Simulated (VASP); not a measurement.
Input of a VASP 6.6.1 run:

The input INCAR:

```
SYSTEM = Si2Ni
PREC = Accurate ; ENCUT = 520
EDIFF = 1E-6 ; ISMEAR = 0
SIGMA = 0.15 ; LREAL = .False.
LASPH = .True. ; NELM = 80
ALGO = Normal ; ISIF = 2
LWAVE = .False. ; LCHARG = .False.
GGA = PE ; NBANDS = 16
```

The input KPOINTS:

```
regular mesh
0
Gamma
  16 16 16
  0 0 0
```

Contents of POSCAR:

```
Si2Ni
1.0
    0.0000000000      2.3791203072      3.5686804608
    2.3791203072      0.0000000000      3.5686804608
    2.3791203072      2.3791203072      0.0000000000
Si Ni
2 1
Direct
    0.2500000000      0.2500000000      0.2500000000
    0.7500000000      0.7500000000      0.7500000000
    0.0000000000      0.0000000000      0.0000000000
```

Potentials or basis: VASP PAW PBE potentials, release 64 (Si, Ni).

Launch:

```sh
$ cat potpaw_PBE.64/Si/POTCAR potpaw_PBE.64/Ni/POTCAR > POTCAR
$ mpirun -np 1 vasp_std > vasp.out
```

Question: Estimate the pressure.

Answer: 6.9 GPa.

Question: Predict the band gap on the k mesh.

Answer: Zero (bands 9 and 10 overlap by 1.77 eV).

Stress tensor (GPa, compression positive):
```
 17.17   0.00   0.00
  0.00  17.17   0.00
  0.00   0.00 -13.67
```

Caveat: the cell stands under pressure. Spin polarisation is off, so any magnetic state and its effect on volume and gap are missing.
